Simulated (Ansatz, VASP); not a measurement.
## Two plane-wave programs on BiTe

```xyz
6
Lattice="4.5979 0.0000 0.0000 -2.2989 3.9819 0.0000 0.0000 0.0000 24.3854" Properties=species:S:1:pos:R:3 pbc="T T T"
Bi    0.0000    2.6546    7.7814
Bi    0.0000    0.0000   11.3002
Bi    2.2989    1.3273   15.0663
Te    2.2989    1.3273    9.4008
Te    0.0000    2.6546   12.9900
Te    0.0000    0.0000   16.6174
```

Alike in both runs: functional PBE; k mesh 9 × 9 × 1; occupations gaussian, width 0.1 eV; no spin polarisation.

Ansatz relaxed the structure, and its values are those at the end. VASP's run is a single point on that final structure, the one shown.

```csv
,VASP,Ansatz
version,VASP 6.6.1,Ansatz 0.2.0
potentials or method,"VASP PAW PBE potentials, release 64 (Bi_d, Te), cutoff 520 eV","scalar-relativistic, plane waves, PAW"
valence electrons in the cell,63,93
```

```tsv
	VASP	Ansatz	Ansatz less VASP
gap on the k mesh at the Fermi level (eV)	none	none	-
rms of the force components (eV/Å)	0.004	0.004	0.0000
```

A gap of «none» marks a metal or a gap that the smearing closes. With one functional, cell and mesh, what is left measures potentials, basis and numerics. VASP's potentials hold 63 valence electrons a cell and Ansatz's 93, so a difference there can come from the potentials and not from the codes. Ansatz's warnings: xc potential rough in thin density.

Neither program's run includes spin-orbit coupling.
